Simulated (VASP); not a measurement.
Mn, 1 atom in the cell. Symmetry: Pm-3m, No. 221, cubic system. Conventional cell: a = 2.237 Å, b = 2.237 Å, c = 2.237 Å, α = 90.00°, β = 90.00°, γ = 90.00°. Within 3.0 Å of Mn (site symmetry m-3m) lie 6 Mn at 2.24 Å. This isn't the form of Mn at room conditions, which is a 58-atom cubic cell.

- Program: VASP 6.6.1
- Task: single point
- Functional: PBE
- Potentials or basis: VASP PAW PBE potentials, release 64 (Mn_pv)
- Cutoff: 520 eV
- k mesh: 47 × 47 × 47
- Occupations: fermi-dirac, width 0.0612256 eV
- Spin: no spin polarisation
- Dipole correction: no
- Further INCAR settings: ALGO = Normal; EDIFF = 1e-06; NBANDS = 12

Potentials or basis: VASP PAW PBE potentials, release 64 (Mn_pv).

Command:

```console
$ cat potpaw_PBE.64/Mn_pv/POTCAR > POTCAR
$ mpirun -np 1 vasp_std > vasp.out
```

Hardware: 1 thread of Intel Xeon 8259CL (shared host).

Problem. Estimate the wall time of this run.

Solution. Wall time 3.6 min on 1 thread of Intel Xeon 8259CL, on a shared host, peak memory 0.43 GiB. Counts: scf iterations 12, k points 2600.
